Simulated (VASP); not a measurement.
# Zn3SbSe4 (I-42m) in VASP: further runs

Zn3SbSe4 is run at these levels: r2SCAN; tasks: single point.

Program: VASP 6.6.1. These are calculated values, not measurements. Logs are shortened: lines on timing, memory, paths and dates and some standing lists are left out, and cuts for length are marked.

### 1 The cell of the first run

It takes space group I-42m (No. 121, tetragonal). Conventional cell: a = 5.713 Å, b = 5.713 Å, c = 11.384 Å, α = 90.00°, β = 90.00°, γ = 90.00°. Zn (site symmetry -42m) has 4 Se at 2.46 Å within 3.3 Å. Zn (site symmetry -4) has 4 Se at 2.43 Å within 3.2 Å. Sb (site symmetry -42m) has 4 Se at 2.56 Å within 3.4 Å. Se (site symmetry m) has 3 Zn at 2.43 to 2.46 Å and 1 Sb at 2.56 Å within 3.2 Å.

### 2 Single point, r2SCAN

The input, POSCAR:

```
Zn3SbSe4
1.0
    0.0000000000      5.7131810000      0.0000000000
    5.7131810000      0.0000000000      0.0000000000
    2.8565900000      2.8565900000     -5.6920880000
Zn Sb Se
3 1 4
Direct
    0.5000000000      0.5000000000      0.0000000000
    0.7500000000      0.2500000000      0.5000000000
    0.2500000000      0.7500000000      0.5000000000
    0.0000000000      0.0000000000      0.0000000000
    0.6108100000      0.6108100000      0.2625800000
    0.3891900000      0.8733900000      0.7374200000
    0.1266100000      0.1266100000      0.2625800000
    0.8733900000      0.3891900000      0.7374200000
```

The input, INCAR.step1:

```
SYSTEM = Zn3SbSe4
PREC = Accurate
ENCUT = 520
ISMEAR = 1
SIGMA = 0.01
LREAL = .False.
LASPH = .True.
NELM = 60
NBANDS = 42
GGA = PE
ALGO = Normal
EDIFF = 1E-4
LWAVE = .True.
LCHARG = .False.
```

The input, INCAR.step2:

```
SYSTEM = Zn3SbSe4
PREC = Accurate
ENCUT = 520
EDIFF = 1E-7
ISMEAR = 1
SIGMA = 0.01
LREAL = .False.
LASPH = .True.
NELM = 60
ALGO = Normal
ISIF = 2
LWAVE = .False.
LCHARG = .True.
METAGGA = R2SCAN
LMIXTAU = .True.
LELF = .True.
LVHAR = .True.
NBANDS = 42
ISTART = 1
```

The input, KPOINTS:

```
regular mesh
0
Gamma
  4 4 4
  0 0 0
```

Potentials or basis: VASP PAW PBE potentials, release 64 (Zn, Sb, Se).

Started as:

```console
> cat potpaw_PBE.64/Zn/POTCAR potpaw_PBE.64/Sb/POTCAR potpaw_PBE.64/Se/POTCAR > POTCAR
> cp INCAR.step1 INCAR
> mpirun -np 1 vasp_std > vasp.out
> cp INCAR.step2 INCAR
> mpirun -np 1 vasp_std > vasp.out
```

OUTCAR:

```text
SYSTEM = Zn3SbSe4
   PREC = Accurate
   ENCUT = 520
   EDIFF = 1E-7
   ISMEAR = 1
   LREAL = .False.
   LASPH = .True.
   NELM = 60
   ISIF = 2
   METAGGA = R2SCAN
   ISTART = 1

 ion  position               nearest neighbor table
   1  0.500  0.500  0.000-   5 2.46   6 2.46   8 2.46   7 2.46
   2  0.750  0.250  0.500-   8 2.43   5 2.43   7 2.43   6 2.43
   3  0.250  0.750  0.500-   6 2.43   5 2.43   7 2.43   8 2.43
   4  0.000  0.000  0.000-   7 2.56   6 2.56   8 2.56   5 2.56
   5  0.611  0.611  0.263-   2 2.43   3 2.43   1 2.46   4 2.56
   6  0.389  0.873  0.737-   3 2.43   2 2.43   1 2.46   4 2.56
   7  0.127  0.127  0.263-   2 2.43   3 2.43   1 2.46   4 2.56
   8  0.873  0.389  0.737-   2 2.43   3 2.43   1 2.46   4 2.56

  LATTYP: Found a body centered tetragonal cell.
 ALAT       =     5.7131810000
 C/A-ratio  =     1.9926160225

  Lattice vectors:

 A1 = (  -2.8565900000,   2.8565910000,   5.6920880000)
 A2 = (   2.8565910000,  -2.8565900000,   5.6920880000)
 A3 = (   2.8565900000,   2.8565900000,  -5.6920880000)

Analysis of symmetry for initial positions (statically):
=====================================================================
 Subroutine PRICEL returns:
 Original cell was already a primitive cell.

 Routine SETGRP: Setting up the symmetry group for a
 body centered tetragonal supercell.

 Subroutine GETGRP returns: Found  8 space group operations
 (whereof  8 operations were pure point group operations)
 out of a pool of 16 trial point group operations.

The static configuration has the point symmetry D_2d.

Analysis of symmetry for dynamics (positions and initial velocities):
=====================================================================
 Subroutine PRICEL returns:
 Original cell was already a primitive cell.

 Routine SETGRP: Setting up the symmetry group for a
 body centered tetragonal supercell.

 Subroutine GETGRP returns: Found  8 space group operations
 (whereof  8 operations were pure point group operations)
 out of a pool of 16 trial point group operations.

The dynamic configuration has the point symmetry D_2d.

 Subroutine INISYM returns: Found  8 space group operations
 (whereof  8 operations are pure point group operations),
 and found     1 'primitive' translations

----------------------------------------------------------------------------------------

                                     Primitive cell

  volume of cell :     185.7922

  direct lattice vectors                    reciprocal lattice vectors
     0.000000000  5.713181000  0.000000000     0.000000000  0.175033838  0.087841213
     5.713181000  0.000000000  0.000000000     0.175033838  0.000000000  0.087841213
     2.856590000  2.856590000 -5.692088000     0.000000000  0.000000000 -0.175682456

  length of vectors
     5.713181000  5.713181000  6.979976981     0.195839024  0.195839024  0.175682456

  position of ions in fractional coordinates (direct lattice)
     0.500000000  0.500000000  0.000000000
     0.750000000  0.250000000  0.500000000
     0.250000000  0.750000000  0.500000000
     0.000000000  0.000000000  0.000000000
     0.610810000  0.610810000  0.262580000
     0.389190000  0.873390000  0.737420000
     0.126610000  0.126610000  0.262580000
     0.873390000  0.389190000  0.737420000

  ion indices of the primitive-cell ions
   primitive index   ion index
                 1           1
                 2           2
                 3           3
                 4           4
                 5           5
                 6           6
                 7           7
                 8           8

----------------------------------------------------------------------------------------

 KPOINTS: regular mesh

Automatic generation of k-mesh.
 Grid dimensions read from file:
 generate k-points for:    4    4    4

 Generating k-lattice:

  Cartesian coordinates                     Fractional coordinates (reciprocal lattice)
     0.000000000  0.043758460  0.021960303     0.250000000  0.000000000  0.000000000
     0.043758460  0.000000000  0.021960303     0.000000000  0.250000000  0.000000000
     0.000000000  0.000000000 -0.043920614     0.000000000  0.000000000  0.250000000

  Length of vectors
     0.048959756  0.048959756  0.043920614

  Shift w.r.t. Gamma in fractional coordinates (k-lattice)
     0.000000000  0.000000000  0.000000000

 Subroutine IBZKPT returns following result:
 ===========================================

 Found     13 irreducible k-points:

 Following reciprocal coordinates:
            Coordinates               Weight
  0.000000  0.000000  0.000000      1.000000
  0.250000  0.000000 -0.000000      8.000000
  0.500000  0.000000 -0.000000      4.000000
  0.250000  0.250000 -0.000000      8.000000
  0.500000  0.250000  0.000000     16.000000
 -0.250000  0.250000  0.000000      4.000000
  0.500000  0.500000 -0.000000      2.000000
  0.000000  0.000000  0.250000      2.000000
  0.500000  0.000000  0.250000      4.000000
 -0.250000  0.000000  0.250000      8.000000
  0.500000  0.500000  0.250000      2.000000
 -0.250000 -0.250000  0.250000      4.000000
  0.000000  0.000000  0.500000      1.000000
   k-points           NKPTS =     13   k-points in BZ     NKDIM =     13   number of bands    NBANDS=     42
   number of dos      NEDOS =    301   number of ions     NIONS =      8
   total plane-waves  NPLWV =  95256
   dimension x,y,z NGX =    42 NGY =   42 NGZ =   54
   dimension x,y,z NGXF=    84 NGYF=   84 NGZF=  108
   ions per type =               3   1   4
   NGX,Y,Z   is equivalent  to a cutoff of  12.22, 12.22, 12.86 a.u.
   NGXF,Y,Z  is equivalent  to a cutoff of  24.44, 24.44, 25.72 a.u.
 SYSTEM =  Zn3SbSe4
   PREC   = accura    normal or accurate (medium, high low for compatibility)
   ISTART =      1    job   : 0-new  1-cont  2-samecut
   ICHARG =      0    charge: 1-file 2-atom 10-const
   ISPIN  =      1    spin polarized calculation?
   LNONCOLLINEAR =      F non collinear calculations
   LSORBIT =      F    spin-orbit coupling
   LASPH  =      T    aspherical Exc in radial PAW
   ENCUT  =  520.0 eV  38.22 Ry    6.18 a.u.  10.62 10.62 12.98*2*pi/ulx,y,z
   NELM   =     60;   NELMIN=  2; NELMDL=  0     # of ELM steps
   EDIFF  = 0.1E-06   stopping-criterion for ELM
   LREAL  =      F    real-space projection
   EDIFFG = 0.1E-05   stopping-criterion for IOM
   NSW    =      0    number of steps for IOM
   IBRION =     -1    ionic relax: 0-MD 1-quasi-New 2-CG
   NFREE  =      0    steps in history (QN), initial steepest desc. (CG)
   ISIF   =      2    stress and relaxation
   ISYM   =      2    0-nonsym 1-usesym 2-fastsym
   POTIM  = 0.5000    time-step for ionic-motion
   TEBEG  =    0.0;   TEEND  =   0.0 temperature during run
   PSTRESS=    0.0 pullay stress
   NELECT =      65.0000    total number of electrons
   NUPDOWN=      -1.0000    fix difference up-down
   EMIN   =  10.00;   EMAX   =-10.00  energy-range for DOS
   EFERMI =   0.00;   METHOD = LEGACY
   ISMEAR =     1;   SIGMA  =   0.01  broadening in eV -4-tet -1-fermi 0-gaus
   EFERMI_NEDOS =   21; number of points for ismear=-14 and -15
   IALGO  =     38    algorithm
   IMIX   =      4    mixing-type and parameters
     AMIX     =   0.40;   BMIX     =  1.00
     AMIX_MAG =   1.60;   BMIX_MAG =  1.00
  volume/ion in A,a.u.               =      23.22       156.72
  Fermi-wavevector in a.u.,A,eV,Ry     =   1.153551  2.179895 18.104996  1.330680
  Thomas-Fermi vector in A             =   2.290194
   LORBIT       =      0    0 simple, 1 ext, 2 COOP (PROOUT), +10 PAW based schemes
   METAGGA = R2SCAN    functional components
   LHFCALC =     F    Hartree Fock is set to
   AEXX    =    0.0000 exact exchange contribution
   IVDW    =     0    specifies the selected vdW correction
   LEPSILON=     F    determine dielectric tensor
   LRPA    =     F    only Hartree local field effects (RPA)
 non-spin polarized calculation
 Methfessel and Paxton  Order N= 1 SIGMA  =   0.01
  energy-cutoff  :      520.00
  volume of cell :      185.79
 maximum number of plane-waves:      5026
   NGX = 21   NGY = 21   NGZ = 25

 number of electron      64.9999949 magnetization

 Free energy of the ion-electron system (eV)
  ---------------------------------------------------
  ext. energy  EPLUGINS =         0.00000000
  ---------------------------------------------------
  free energy    TOTEN  =      -111.57182961 eV

  energy without entropy =     -111.57157173  energy(sigma->0) =     -111.57174365

 E-fermi :   5.1276     XC(G=0): -10.0236

 val. band max:        5.1244606259   @ k =  -0.2500   0.0000   0.2500
 cond. band min:       5.1644354260   @ k =  -0.2500  -0.2500   0.2500
 fundamental gap:      0.0399748001
 Fermi energy:         5.1275760642

 k-point     1 :       0.0000    0.0000    0.0000
  band No.  band energies     occupation
      1     -11.8999      2.00000
      2     -10.4621      2.00000
      3     -10.4584      2.00000
      4     -10.4583      2.00000
      5      -6.2418      2.00000
      6      -4.2567      2.00000
[... 34 lines left out ...]
     41       8.5233      0.00000
     42       9.3518      0.00000

 k-point     2 :       0.2500    0.0000   -0.0000
  band No.  band energies     occupation
      1     -11.7140      2.00000
      2     -10.6342      2.00000
      3     -10.5345      2.00000
      4     -10.5008      2.00000
      5      -6.1356      2.00000
      6      -4.2488      2.00000
[... 34 lines left out ...]
     41       8.7528      0.00000
     42       9.0935      0.00000

 k-point     3 :       0.5000    0.0000   -0.0000
  band No.  band energies     occupation
      1     -11.3816      2.00000
      2     -10.9743      2.00000
      3     -10.5967      2.00000
      4     -10.5394      2.00000
      5      -6.0243      2.00000
      6      -4.2410      2.00000
[... 402 lines left out ...]
      4     -10.6179      2.00000
      5      -6.0681      2.00000
      6      -4.2432      2.00000
[... 34 lines left out ...]
     41       9.1701      0.00000
     42       9.2774      0.00000

 k-point    13 :       0.0000    0.0000    0.5000
  band No.  band energies     occupation
      1     -11.4481      2.00000
      2     -11.1025      2.00000
      3     -10.4677      2.00000
      4     -10.4677      2.00000
      5      -6.1662      2.00000
      6      -4.2456      2.00000
[... 34 lines left out ...]
     41       8.8843      0.00000
     42      10.1382      0.00000

------------------------ aborting loop because EDIFF is reached ----------------------------------------

  FORCE on cell =-STRESS in cart. coord.  units (eV):
  Direction    XX          YY          ZZ          XY          YZ          ZX
  --------------------------------------------------------------------------------------
  -------------------------------------------------------------------------------------
  Total       10.7340553     10.7340553     11.8708883      0.0000000      0.0000010      0.0000010
  in kB       92.5650067     92.5650067    102.3684741      0.0000000      0.0000090      0.0000090
  external PRESSURE =      95.8328292 kB  Pullay stress =       0.0000000 kB

 VOLUME and BASIS-vectors are now :
 -----------------------------------------------------------------------------
  energy-cutoff  :      520.00
  volume of cell :      185.79
      direct lattice vectors                 reciprocal lattice vectors
     0.000000000  5.713181000  0.000000000     0.000000000  0.175033838  0.087841213
     5.713181000  0.000000000  0.000000000     0.175033838  0.000000000  0.087841213
     2.856590000  2.856590000 -5.692088000     0.000000000  0.000000000 -0.175682456

 POSITION                                       TOTAL-FORCE (eV/Angst)
 -----------------------------------------------------------------------------------
      2.85659      2.85659      0.00000         0.000000      0.000000      0.000000
      2.85659      5.71318     -2.84604         0.000000     -0.000000      0.000000
      5.71318      2.85659     -2.84604         0.000000     -0.000000      0.000000
      0.00000      0.00000      0.00000         0.000000     -0.000000      0.000000
      4.23975      4.23975     -1.49463        -1.376924     -1.376924     -1.088151
      7.09634      4.33002     -4.19746        -1.376924      1.376924      1.088151
      1.47343      1.47343     -1.49463         1.376924      1.376924     -1.088151
      4.33002      7.09634     -4.19746         1.376924     -1.376924      1.088151
 -----------------------------------------------------------------------------------
    total drift:                                0.000068      0.000068     -0.000340

  FREE ENERGIE OF THE ION-ELECTRON SYSTEM (eV)
  ---------------------------------------------------
  free  energy   TOTEN  =      -111.5718296083 eV

  energy  without entropy=     -111.5715717306  energy(sigma->0) =     -111.57174365
```

Wall time 3.7 min (1 thread of Intel Xeon 6975P-C (Granite Rapids), shared host); peak memory 0.38 GiB.

What came out:

```
Free energy            : -111.5718 eV
Pressure               : 9.6 GPa
Largest force          : 2.231 eV/Å
Band gap on the k mesh : zero (an odd number of electrons rules out a gap without spin polarisation)
```

Forces on the atoms (eV/Å):
```
Zn   0.000  0.000  0.000
Zn   0.000  0.000  0.000
Zn   0.000  0.000  0.000
Sb   0.000  0.000  0.000
Se  -1.377 -1.377 -1.088
Se  -1.377  1.377  1.088
Se   1.377  1.377 -1.088
Se   1.377 -1.377  1.088
```

Caveat: the cell stands under pressure; the PAW data sets were made with another functional, which shifts forces and pressure a little; spin-orbit coupling is left out, which moves the levels of the heavy elements.

### 3 Single point, r2SCAN

POSCAR is that of step 2.

The input, INCAR.step1:

```
  ALGO = Normal
  EDIFF = 1E-4
  ENCUT = 520
  GGA = PE
  ISMEAR = 1
  LASPH = True
  LCHARG = False
  LREAL = False
  LWAVE = True
  NBANDS = 42
  NELM = 100
  PREC = Accurate
  SIGMA = 0.0626
```

The input, INCAR.step2:

```
  ALGO = Normal
  EDIFF = 1E-6
  ENCUT = 520
  ISIF = 2
  ISMEAR = 1
  ISTART = 1
  LASPH = True
  LCHARG = False
  LMIXTAU = True
  LREAL = False
  LWAVE = False
  METAGGA = R2SCAN
  NBANDS = 42
  NELM = 100
  PREC = Accurate
  SIGMA = 0.0626
```

The input, KPOINTS:

```
k-points
0
Gamma
  5 5 5
```

Potentials or basis: VASP PAW PBE potentials, release 64 (Zn, Sb, Se).

Started as:

```console
> cat potpaw_PBE.64/Zn/POTCAR potpaw_PBE.64/Sb/POTCAR potpaw_PBE.64/Se/POTCAR > POTCAR
> cp INCAR.step1 INCAR
> mpirun -np 1 vasp_std > vasp.out
> cp INCAR.step2 INCAR
> mpirun -np 1 vasp_std > vasp.out
```

Run time: 4.8 min. Hardware: 1 thread of Intel Xeon 6975P-C (Granite Rapids), shared host; peak memory 0.4 GiB.

The run converged. Its results:

```yaml
Free_energy: -111.5549 eV
Pressure: 9.7 GPa
Largest_force: 2.187 eV/Å
Band_gap_on_the_k_mesh: zero (an odd number of electrons rules out a gap without spin polarisation)
```

Forces on the atoms (eV/Å):
```
Zn   0.000  0.000  0.000
Zn   0.000  0.000  0.000
Zn   0.000  0.000  0.000
Sb   0.000  0.000  0.000
Se  -1.383 -1.383 -0.978
Se  -1.383  1.383  0.978
Se   1.383  1.383 -0.978
Se   1.383 -1.383  0.978
```

Stress tensor (GPa, compression positive):
```
 9.57  0.00  0.00
 0.00  9.57  0.00
 0.00  0.00 10.02
```

Levels at points of the mesh, in eV from the Fermi level:
| k point | band 29 | band 30 | band 31 | band 32 | band 33 | band 34 | band 35 | band 36 | band 37 | band 38 |
| --- | --- | --- | --- | --- | --- | --- | --- | --- | --- | --- |
| (0.00, 0.00, 0.00) | -3.20 | -3.19 | -3.19 | -2.63 | -0.64 | 0.14 | 0.99 | 0.99 | 2.02 | 2.14 |

Caveat: the cell stands under pressure; the PAW data sets were made with another functional, which shifts forces and pressure a little; spin-orbit coupling is left out, which moves the levels of the heavy elements.

The gap in the log of VASP goes by the Fermi energy; the results here count the filled bands.